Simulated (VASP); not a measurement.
F2: relaxation of the atoms with PBE

Molecule: F2, in a box.

```
CELL_PARAMETERS angstrom
14.00000 0.00000 0.00000
0.00000 14.50000 0.00000
0.00000 0.00000 15.00000
ATOMIC_POSITIONS crystal
F 0.45811 0.49949 0.47559
F 0.54189 0.50051 0.52441
```

| Item | Value |
| --- | --- |
| Program | VASP 6.6.1 |
| Task | relaxation of the atoms |
| Functional | PBE |
| Potentials or basis | VASP PAW PBE potentials, release 64 (F) |
| Cutoff | 520 eV |
| k mesh | 1 × 1 × 1 |
| Occupations | gaussian, width 0.005 eV |
| Spin | no spin polarisation |
| Dipole correction | no |
| Further INCAR settings | ALGO = Normal; EDIFF = 1e-07; ISYM = 0; IBRION = 2; EDIFFG = -0.01; NSW = 100 |

```yaml
Energy_gained_by_relaxing: 16.3 meV/atom
Ionic_steps: 4
Gap_between_the_frontier_levels: 3.41 eV
```

Forces on the atoms (eV/Å):
```
F   -0.002 -0.001 -0.001
F    0.002  0.001  0.001
```

The path:
```tsv
step	energy change (eV)	largest force (eV/Å)	pressure (GPa)
1	0.0000	1.6394	0.03
2	0.1545	2.8466	-0.08
3	-0.0326	0.0271	-0.01
4	-0.0326	0.0027	-0.01
```

Final structure:
```
F
1.0
    14.00000    0.00000    0.00000
     0.00000   14.50000    0.00000
     0.00000    0.00000   15.00000
F
2
Direct
  0.45685 0.49947 0.47486
  0.54315 0.50053 0.52514
```

Levels at points of the mesh, in eV from the valence-band top:
| k point | band 3 | band 4 | band 5 | band 6 | band 7 | band 8 | band 9 | band 10 | band 11 |
| --- | --- | --- | --- | --- | --- | --- | --- | --- | --- |
| (0.00, 0.00, 0.00) | -5.87 | -3.28 | -3.28 | 0.00 | 0.00 | 3.41 | 9.24 | 9.82 | 10.04 |

Wall time 11 min on 1 thread of Intel(R) Xeon(R) Platinum 8375C CPU @ 2.90GHz (Ice Lake) (shared host), peak memory 1.7 GiB.
